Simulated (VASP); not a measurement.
# GaSb (F-43m) in VASP: further runs

Runs on GaSb. Level: LDA. Tasks: single point, relaxation of cell and atoms.

All numbers are computed with VASP 6.6.1; they aren't measurements. Logs are shortened: lines on timing, memory, paths and dates and some standing lists are left out, and cuts for length are marked.

## 1. The cell of the first run

Symmetry: F-43m, No. 216, cubic system. Conventional cell: a = 6.051 Å, b = 6.051 Å, c = 6.051 Å, α = 90.00°, β = 90.00°, γ = 90.00°. Within 3.5 Å of Ga (site symmetry -43m) lie 4 Sb at 2.62 Å. Within 3.5 Å of Sb (site symmetry -43m) lie 4 Ga at 2.62 Å.

## 2. Single point, LDA

File INCAR:

```
PREC = Accurate ; ENCUT = 500
EDIFF = 1E-6 ; ISMEAR = -1
SIGMA = 0.08 ; LREAL = False
LASPH = True ; NELM = 120
ALGO = Normal ; ISIF = 2
LWAVE = False ; LCHARG = True
LELF = True ; LVHAR = True
NBANDS = 16 ; GGA_COMPAT = False
```

File KPOINTS:

```
regular mesh
0
Gamma
  12 12 12
```

File POSCAR:

```
GaSb
1.0
    0.0000000000      3.0252585745      3.0252585745
    3.0252585745      0.0000000000      3.0252585745
    3.0252585745      3.0252585745      0.0000000000
Ga Sb
1 1
Direct
    0.0000000000      0.0000000000      0.0000000000
    0.7500000000      0.7500000000      0.7500000000
```

Potentials or basis: VASP PAW LDA potentials, release 64 (Ga_d, Sb).

Launch:

```console
> cat potpaw_LDA.64/Ga_d/POTCAR potpaw_LDA.64/Sb/POTCAR > POTCAR
> mpirun -np 1 vasp_std > vasp.out
```

OUTCAR:

```text
PREC = Accurate
   ENCUT = 500
   EDIFF = 1E-6
   ISMEAR = -1
   LREAL = False
   LASPH = True
   NELM = 120
   ISIF = 2

 ion  position               nearest neighbor table
   1  0.000  0.000  0.000-   2 2.62   2 2.62   2 2.62   2 2.62
   2  0.750  0.750  0.750-   1 2.62   1 2.62   1 2.62   1 2.62

  LATTYP: Found a face centered cubic cell.
 ALAT       =     6.0505171490

  Lattice vectors:

 A1 = (   0.0000000000,   3.0252585745,   3.0252585745)
 A2 = (   3.0252585745,   0.0000000000,   3.0252585745)
 A3 = (   3.0252585745,   3.0252585745,   0.0000000000)

Analysis of symmetry for initial positions (statically):
=====================================================================
 Subroutine PRICEL returns:
 Original cell was already a primitive cell.

 Routine SETGRP: Setting up the symmetry group for a
 face centered cubic supercell.

 Subroutine GETGRP returns: Found 24 space group operations
 (whereof 24 operations were pure point group operations)
 out of a pool of 48 trial point group operations.

The static configuration has the point symmetry T_d .

Analysis of symmetry for dynamics (positions and initial velocities):
=====================================================================
 Subroutine PRICEL returns:
 Original cell was already a primitive cell.

 Routine SETGRP: Setting up the symmetry group for a
 face centered cubic supercell.

 Subroutine GETGRP returns: Found 24 space group operations
 (whereof 24 operations were pure point group operations)
 out of a pool of 48 trial point group operations.

The dynamic configuration has the point symmetry T_d .

 Subroutine INISYM returns: Found 24 space group operations
 (whereof 24 operations are pure point group operations),
 and found     1 'primitive' translations

----------------------------------------------------------------------------------------

                                     Primitive cell

  volume of cell :      55.3755

  direct lattice vectors                    reciprocal lattice vectors
     0.000000000  3.025258575  3.025258575    -0.165275129  0.165275129  0.165275129
     3.025258575  0.000000000  3.025258575     0.165275129 -0.165275129  0.165275129
     3.025258575  3.025258575  0.000000000     0.165275129  0.165275129 -0.165275129

  length of vectors
     4.278361706  4.278361706  4.278361706     0.286264920  0.286264920  0.286264920

  position of ions in fractional coordinates (direct lattice)
     0.000000000  0.000000000  0.000000000
     0.750000000  0.750000000  0.750000000

[... 75 lines left out ...]
   NELM   =    120;   NELMIN=  2; NELMDL= -5     # of ELM steps
   EDIFF  = 0.1E-05   stopping-criterion for ELM
   LREAL  =      F    real-space projection
   EDIFFG = 0.1E-04   stopping-criterion for IOM
   NSW    =      0    number of steps for IOM
   IBRION =     -1    ionic relax: 0-MD 1-quasi-New 2-CG
   NFREE  =      0    steps in history (QN), initial steepest desc. (CG)
   ISIF   =      2    stress and relaxation
   ISYM   =      2    0-nonsym 1-usesym 2-fastsym
   POTIM  = 0.5000    time-step for ionic-motion
   TEBEG  =    0.0;   TEEND  =   0.0 temperature during run
   PSTRESS=    0.0 pullay stress
   NELECT =      18.0000    total number of electrons
   NUPDOWN=      -1.0000    fix difference up-down
   EMIN   =  10.00;   EMAX   =-10.00  energy-range for DOS
   EFERMI =   0.00;   METHOD = LEGACY
   ISMEAR =    -1;   SIGMA  =   0.08  broadening in eV -4-tet -1-fermi 0-gaus
   EFERMI_NEDOS =   21; number of points for ismear=-14 and -15
   IALGO  =     38    algorithm
   IMIX   =      4    mixing-type and parameters
     AMIX     =   0.40;   BMIX     =  1.00
     AMIX_MAG =   1.60;   BMIX_MAG =  1.00
  volume/ion in A,a.u.               =      27.69       186.85
  Fermi-wavevector in a.u.,A,eV,Ry     =   1.125624  2.127120 17.238967  1.267028
  Thomas-Fermi vector in A             =   2.262301
   LORBIT       =      0    0 simple, 1 ext, 2 COOP (PROOUT), +10 PAW based schemes
   GGA     = CA    functional components
   LHFCALC =     F    Hartree Fock is set to
   AEXX    =    0.0000 exact exchange contribution
   IVDW    =     0    specifies the selected vdW correction
   LEPSILON=     F    determine dielectric tensor
   LRPA    =     F    only Hartree local field effects (RPA)
 non-spin polarized calculation
  energy-cutoff  :      500.00
  volume of cell :       55.38
 maximum number of plane-waves:      1424
   NGX = 15   NGY = 15   NGZ = 15

 number of electron      17.9999989 magnetization

 Free energy of the ion-electron system (eV)
  ---------------------------------------------------
  ext. energy  EPLUGINS =         0.00000000
  ---------------------------------------------------
  free energy    TOTEN  =        -8.67405930 eV

  energy without entropy =       -8.67327864  energy(sigma->0) =       -8.67366897

 E-fermi :   5.1807     XC(G=0):  -9.5409

 val. band max:        5.1411793744   @ k =   0.0000   0.0000   0.0000
 cond. band min:       5.3957687127   @ k =   0.5000   0.0000   0.0000
 fundamental gap:      0.2545893383
 Fermi energy:         5.1807223115

 k-point     1 :       0.0000    0.0000    0.0000
  band No.  band energies     occupation
      1     -10.1847      2.00000
      2     -10.1847      2.00000
      3     -10.1847      2.00000
      4     -10.1301      2.00000
      5     -10.1301      2.00000
      6      -6.7255      2.00000
[... 433 lines left out ...]
      3     -10.1691      2.00000
      4     -10.1320      2.00000
      5     -10.1304      2.00000
      6      -4.8177      2.00000
[... 8 lines left out ...]
     15      13.7192      0.00000
     16      14.1487      0.00000

 [... further k-points ...]

------------------------ aborting loop because EDIFF is reached ----------------------------------------

  FORCE on cell =-STRESS in cart. coord.  units (eV):
  Direction    XX          YY          ZZ          XY          YZ          ZX
  --------------------------------------------------------------------------------------
  -------------------------------------------------------------------------------------
  Total        0.0532929      0.0532929      0.0532929      0.0000000      0.0000000      0.0000000
  in kB        1.5419208      1.5419208      1.5419208      0.0000000      0.0000000      0.0000000
  external PRESSURE =       1.5419208 kB  Pullay stress =       0.0000000 kB

 VOLUME and BASIS-vectors are now :
 -----------------------------------------------------------------------------
  energy-cutoff  :      500.00
  volume of cell :       55.38
      direct lattice vectors                 reciprocal lattice vectors
     0.000000000  3.025258575  3.025258575    -0.165275129  0.165275129  0.165275129
     3.025258575  0.000000000  3.025258575     0.165275129 -0.165275129  0.165275129
     3.025258575  3.025258575  0.000000000     0.165275129  0.165275129 -0.165275129

 POSITION                                       TOTAL-FORCE (eV/Angst)
 -----------------------------------------------------------------------------------
      0.00000      0.00000      0.00000        -0.000000      0.000000     -0.000000
      4.53789      4.53789      4.53789         0.000000     -0.000000      0.000000
 -----------------------------------------------------------------------------------
    total drift:                               -0.000000     -0.000000     -0.000001

  FREE ENERGIE OF THE ION-ELECTRON SYSTEM (eV)
  ---------------------------------------------------
  free  energy   TOTEN  =        -8.6740592986 eV

  energy  without entropy=       -8.6732786385  energy(sigma->0) =       -8.67366897
```

stdout:

```text
POSCAR found type information on POSCAR GaSb
 POSCAR found :  2 types and       2 ions
 scaLAPACK will be used
 LDA part: xc-table for (Slater(with rela. corr.)+CA(PZ))
 , standard interpolation
 POSCAR, INCAR and KPOINTS ok, starting setup
 FFT: planning ... GRIDC
 FFT: planning ... GRID_SOFT
 FFT: planning ... GRID
 WAVECAR not read
 entering main loop
```

Run time: 85 s. Hardware: 1 thread of AMD EPYC, shared host; peak memory 0.16 GiB.

What came out:

```yaml
Free_energy: -8.6741 eV
Pressure: 0.2 GPa
```

Levels at points of the mesh, in eV from the Fermi level:
| k point | band 7 | band 8 | band 9 | band 10 | band 11 | band 12 |
| --- | --- | --- | --- | --- | --- | --- |
| (0.00, 0.00, 0.00) | -0.15 | -0.15 | -0.15 | -0.04 | 2.59 | 2.59 |
| (0.50, 0.00, 0.00) | -6.72 | -1.36 | -1.36 | 0.22 | 3.56 | 3.56 |
| (0.50, 0.50, 0.00) | -7.16 | -2.85 | -2.85 | 0.64 | 0.95 | 8.64 |

Caveat: spin-orbit coupling is left out, which moves the levels of the heavy elements.

## 3. Relaxation of cell and atoms, LDA

This run uses another cell than the first one, of 28.62 Å³/atom.

File INCAR:

```
ALGO = Normal
EDIFF = 1E-7
EDIFFG = -0.002
ENCUT = 500
GGA_COMPAT = F
IBRION = 2
ISIF = 3
ISMEAR = -1
LASPH = T
LCHARG = F
LREAL = F
LWAVE = F
NELM = 120
NELMIN = 4
NSW = 100
PREC = Accurate
SIGMA = 0.08
```

File KPOINTS:

```
k-points
0
Gamma
  12 12 12
```

File POSCAR:

```
GaSb
1.0
    0.0000000000      3.0590000000      3.0590000000
    3.0590000000      0.0000000000      3.0590000000
    3.0590000000      3.0590000000      0.0000000000
Ga Sb
1 1
Direct
    0.0000000000      0.0000000000      0.0000000000
    0.7500000000      0.7500000000      0.7500000000
```

Potentials or basis: VASP PAW LDA potentials, release 64 (Ga_d, Sb).

Launch:

```console
> cat potpaw_LDA.64/Ga_d/POTCAR potpaw_LDA.64/Sb/POTCAR > POTCAR
> mpirun -np 1 vasp_std > vasp.out
```

OUTCAR:

```text
EDIFF = 1E-7
   EDIFFG = -0.002
   ENCUT = 500
   IBRION = 2
   ISIF = 3
   ISMEAR = -1
   LASPH = T
   LREAL = F
   NELM = 120
   NELMIN = 4
   NSW = 100
   PREC = Accurate

 ion  position               nearest neighbor table
   1  0.000  0.000  0.000-   2 2.65   2 2.65   2 2.65   2 2.65
   2  0.750  0.750  0.750-   1 2.65   1 2.65   1 2.65   1 2.65

  LATTYP: Found a face centered cubic cell.
 ALAT       =     6.1180000000

  Lattice vectors:

 A1 = (   0.0000000000,   3.0590000000,   3.0590000000)
 A2 = (   3.0590000000,   0.0000000000,   3.0590000000)
 A3 = (   3.0590000000,   3.0590000000,   0.0000000000)

Analysis of symmetry for initial positions (statically):
=====================================================================
 Subroutine PRICEL returns:
 Original cell was already a primitive cell.

 Routine SETGRP: Setting up the symmetry group for a
 face centered cubic supercell.

 Subroutine GETGRP returns: Found 24 space group operations
 (whereof 24 operations were pure point group operations)
 out of a pool of 48 trial point group operations.

The static configuration has the point symmetry T_d .

Analysis of symmetry for dynamics (positions and initial velocities):
=====================================================================
 Subroutine PRICEL returns:
 Original cell was already a primitive cell.

 Routine SETGRP: Setting up the symmetry group for a
 face centered cubic supercell.

 Subroutine GETGRP returns: Found 24 space group operations
 (whereof 24 operations were pure point group operations)
 out of a pool of 48 trial point group operations.

The dynamic configuration has the point symmetry T_d .

 Subroutine INISYM returns: Found 24 space group operations
 (whereof 24 operations are pure point group operations),
 and found     1 'primitive' translations

----------------------------------------------------------------------------------------

                                     Primitive cell

  volume of cell :      57.2491
[... 132 lines left out ...]
  ---------------------------------------------------
  ext. energy  EPLUGINS =         0.00000000
  ---------------------------------------------------
  free energy    TOTEN  =        -8.66566886 eV

  energy without entropy =       -8.66463410  energy(sigma->0) =       -8.66515148

------------------------ aborting loop because EDIFF is reached ----------------------------------------

  FORCE on cell =-STRESS in cart. coord.  units (eV):
  Direction    XX          YY          ZZ          XY          YZ          ZX
  --------------------------------------------------------------------------------------
  -------------------------------------------------------------------------------------
  Total       -0.5633780     -0.5633780     -0.5633780      0.0000000      0.0000000      0.0000000
  in kB      -15.7667450    -15.7667450    -15.7667450      0.0000000      0.0000000      0.0000000
  external PRESSURE =     -15.7667450 kB  Pullay stress =       0.0000000 kB
[... 59 lines left out ...]
--------------------------------------- Ionic step        3  -------------------------------------------

 number of electron      17.9999988 magnetization

 Free energy of the ion-electron system (eV)
  ---------------------------------------------------
  ext. energy  EPLUGINS =         0.00000000
  ---------------------------------------------------
  free energy    TOTEN  =        -8.67420819 eV

  energy without entropy =       -8.67340301  energy(sigma->0) =       -8.67380560

 E-fermi :   5.1427     XC(G=0):  -9.5272

 val. band max:        5.0845338290   @ k =   0.0000   0.0000   0.0000
 cond. band min:       5.3551827007   @ k =   0.5000   0.0000   0.0000
 fundamental gap:      0.2706488717
 Fermi energy:         5.1427471616

 k-point     1 :       0.0000    0.0000    0.0000
  band No.  band energies     occupation
      1     -10.2115      2.00000
      2     -10.2115      2.00000
      3     -10.2115      2.00000
      4     -10.1575      2.00000
      5     -10.1575      2.00000
      6      -6.7364      2.00000
      7       4.9931      1.73315
      8       4.9931      1.73315
      9       4.9931      1.73315
     10       5.0845      1.34859
     11       7.7348      0.00000
     12       7.7348      0.00000
     13       7.7348      0.00000
[... 354 lines left out ...]
  band No.  band energies     occupation
      1     -10.2456      2.00000
      2     -10.1973      2.00000
      3     -10.1962      2.00000
      4     -10.1594      2.00000
      5     -10.1577      2.00000
      6      -4.8378      2.00000
      7      -1.4699      2.00000
      8       2.1308      2.00000
      9       3.4614      2.00000
     10       6.6576      0.00000
     11       8.7179      0.00000
     12       9.5403      0.00000
     13      11.8956      0.00000

 [... further k-points ...]

------------------------ aborting loop because EDIFF is reached ----------------------------------------

  FORCE on cell =-STRESS in cart. coord.  units (eV):
  Direction    XX          YY          ZZ          XY          YZ          ZX
  --------------------------------------------------------------------------------------
  -------------------------------------------------------------------------------------
  Total       -0.0009008     -0.0009008     -0.0009008      0.0000000      0.0000000     -0.0000000
  in kB       -0.0259794     -0.0259794     -0.0259794      0.0000000      0.0000000     -0.0000000
  external PRESSURE =      -0.0259794 kB  Pullay stress =       0.0000000 kB
[... 17 lines left out ...]
  FREE ENERGIE OF THE ION-ELECTRON SYSTEM (eV)
  ---------------------------------------------------
  free  energy   TOTEN  =        -8.6742081881 eV

  energy  without entropy=       -8.6734030077  energy(sigma->0) =       -8.67380560

 reached required accuracy - stopping structural energy minimisation
```

OSZICAR:

```text
N       E                     dE             d eps       ncg     rms          rms(c)
DAV:   1     0.792426708053E+02    0.79243E+02   -0.86512E+03  1880   0.164E+03
[... 23 lines left out ...]
DAV:   1    -0.869309245618E+01   -0.20025E-01   -0.25994E-01  2457   0.961E+00    0.777E-01
DAV:   2    -0.867832905392E+01    0.14763E-01   -0.28564E-02  2357   0.346E+00    0.357E-01
DAV:   3    -0.867463463649E+01    0.36944E-02   -0.45892E-03  2462   0.122E+00    0.780E-02
DAV:   4    -0.867424506874E+01    0.38957E-03   -0.45120E-04  2443   0.334E-01    0.266E-02
DAV:   5    -0.867420985009E+01    0.35219E-04   -0.26177E-05  2363   0.682E-02    0.805E-03
DAV:   6    -0.867420818274E+01    0.16673E-05   -0.51493E-06  2277   0.434E-02    0.294E-03
DAV:   7    -0.867420818808E+01   -0.53387E-08   -0.43512E-07  2054   0.864E-03
   3 F= -.86742082E+01 E0= -.86738056E+01  d E =-.853933E-02
```

CONTCAR:

```text
GaSb
   1.00000000000000
    -0.0000000000000000    3.0284430216972962    3.0284430216972962
     3.0284430216972962    0.0000000000000000    3.0284430216972962
     3.0284430216972962    3.0284430216972962    0.0000000000000000
  Ga              Sb
     1     1
Direct
     0.0000000000000000    0.0000000000000000    0.0000000000000000
     0.7500000000000000    0.7500000000000000    0.7500000000000000

  0.00000000E+00  0.00000000E+00  0.00000000E+00
  0.00000000E+00  0.00000000E+00  0.00000000E+00
```

It took 2.7 min on 1 thread of AMD EPYC, shared host; peak memory 0.17 GiB.

What came out:

```
Free energy                           : -8.6742 eV
Relaxed volume                        : 27.78 Å³/atom
Relaxed cell                          : a = 4.283 Å, b = 4.283 Å, c = 4.283 Å, α = 60.00°, β = 60.00°, γ = 60.00°
Space group after relaxing (to 0.1 Å) : F-43m (No. 216)
Energy gained by relaxing             : 4.3 meV/atom
Ionic steps                           : 3
Pressure after relaxing               : 0.0 GPa
```

The path:
```
step  energy change (eV)  largest force (eV/Å)  pressure (GPa)  volume (Å³)
   1              0.0000                0.0000           -1.58        57.25
   2             -0.0074                0.0000            0.62        54.95
   3             -0.0085                0.0000            0.00        55.55
```

Final structure:
```
Ga Sb
1.0
     0.00000    3.02844    3.02844
     3.02844    0.00000    3.02844
     3.02844    3.02844    0.00000
Ga Sb
1 1
Direct
  0.00000 0.00000 0.00000
  0.75000 0.75000 0.75000
```

Caveat: spin-orbit coupling is left out, which moves the levels of the heavy elements.
